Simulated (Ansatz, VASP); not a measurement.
## BiO4: VASP beside Ansatz

Contents of INCAR:

```
SYSTEM = BiO4
PREC = Accurate
ENCUT = 600
EDIFF = 1E-6
ISMEAR = 0
SIGMA = 0.1
LREAL = .False.
LASPH = .True.
NELM = 60
ALGO = Normal
ISIF = 3
LWAVE = .False.
LCHARG = .False.
GGA = PE
IBRION = 2
NSW = 100
EDIFFG = -0.01
```

Contents of KPOINTS:

```
Automatic mesh
0
Gamma
  12 12 6
  0 0 0
```

Contents of POSCAR:

```
BiO4
1.0
    3.6413026463      0.0000000000      0.0000000000
   -1.8206513231      3.1534605946      0.0000000000
    0.0000000000      0.0000000000      6.3070723682
Bi O
1 4
Direct
    0.0000000000      0.0000000000      0.0000000000
    0.3333333333      0.6666666667      0.2244059698
    0.3333333333      0.6666666667      0.7755940302
    0.6666666667      0.3333333333      0.7755940302
    0.6666666667      0.3333333333      0.2244059698
```

Input for Ansatz:

```yaml
crystal:
  lattice:
    - [3.6413026463, 0.0, 0.0]
    - [-1.8206513231, 3.1534605946, 0.0]
    - [0.0, 0.0, 6.3070723682]
  atoms:
    - { symbol: Bi, position: [0.0, 0.0, 0.0] }
    - { symbol: O, position: [0.3333333333, 0.6666666667, 0.2244059698] }
    - { symbol: O, position: [0.3333333333, 0.6666666667, 0.7755940302] }
    - { symbol: O, position: [0.6666666667, 0.3333333333, 0.7755940302] }
    - { symbol: O, position: [0.6666666667, 0.3333333333, 0.2244059698] }
basis:
  ecutwfc: 420
kpoints:
  mp_grid: { grid: [12, 12, 6] }
hamiltonian:
  xc: pbe
scf:
  occupations: { method: gaussian, width: 0.1 }
output:
  forces: true
  stress: true
  eigenvalues: true
  write_density: true
  write_potential: true
  elf: true
  volumetric_format: npy
relax:
  adjacent_minimum: "off"
  f_tol: 0.01
  max_steps: 80
  cell: { stress_tol: 0.05 }
```

Alike in both runs: task relaxation of cell and atoms; functional PBE; k mesh 12 × 12 × 6; occupations gaussian, width 0.1 eV; no spin polarisation.

|  | VASP | Ansatz |
| --- | --- | --- |
| version | VASP 6.6.1 | Ansatz 0.2.0 |
| potentials or method | VASP PAW PBE potentials, release 64 (Bi_d, O), cutoff 600 eV | scalar-relativistic, plane waves, PAW |
| valence electrons in the cell | 39 | 39 |

Ansatz gave:

| Quantity | Value |
| --- | --- |
| gap on the k mesh at the Fermi level, each at its own relaxed structure (eV) | none |
| relaxed volume (Å³/atom) | 15.26 |
| relaxed length of the cell vector where the two differ most in proportion (Å) | 6.645 |

**Question.** Which values does VASP return?

**Answer.** gap on the k mesh at the Fermi level, each at its own relaxed structure (eV): none; relaxed volume (Å³/atom): 14.41; relaxed length of the cell vector where the two differ most in proportion (Å): 6.274.

A gap of «none» marks a metal or a gap that the smearing closes. One of these differences is far larger than is usual between the two programs; its cause wasn't traced.

Spin-orbit coupling is off throughout.
